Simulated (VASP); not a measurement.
ZnW2, 6 atoms in the cell. Symmetry: Fd-3m, No. 227, cubic system. Conventional cell: a = 7.483 Å, b = 7.483 Å, c = 7.483 Å, α = 90.00°, β = 90.00°, γ = 90.00°. Zn (site symmetry -43m) has 12 W at 3.10 Å and 4 Zn at 3.24 Å within 4.1 Å. W (site symmetry -3m) has 6 W at 2.65 Å and 6 Zn at 3.10 Å within 3.5 Å. 

* Program: VASP 6.6.1
* Task: single point
* Functional: PBE
* Potentials or basis: VASP PAW PBE potentials, release 64 (Zn, W_sv)
* Cutoff: 520 eV
* k mesh: 4 × 4 × 4
* Occupations: gaussian, width 0.1 eV
* Spin: no spin polarisation
* Dipole correction: no
* Further INCAR settings: ALGO = Fast; EDIFF = 1e-06; NBANDS = 49

Potentials or basis: VASP PAW PBE potentials, release 64 (Zn, W_sv).

The run is started by

```bash
$ cat potpaw_PBE.64/Zn/POTCAR potpaw_PBE.64/W_sv/POTCAR > POTCAR
$ mpirun -np 1 vasp_std > vasp.out
```

Hardware: 1 thread of Intel(R) Xeon(R) 6975P-C (Granite Rapids), on a shared host.

Q: Estimate the wall time of this run.

A: Run time: 43 s on 1 thread of Intel(R) Xeon(R) 6975P-C (Granite Rapids), with other jobs on the host, peak memory 0.24 GiB. Counts: scf iterations 16, k points 8.
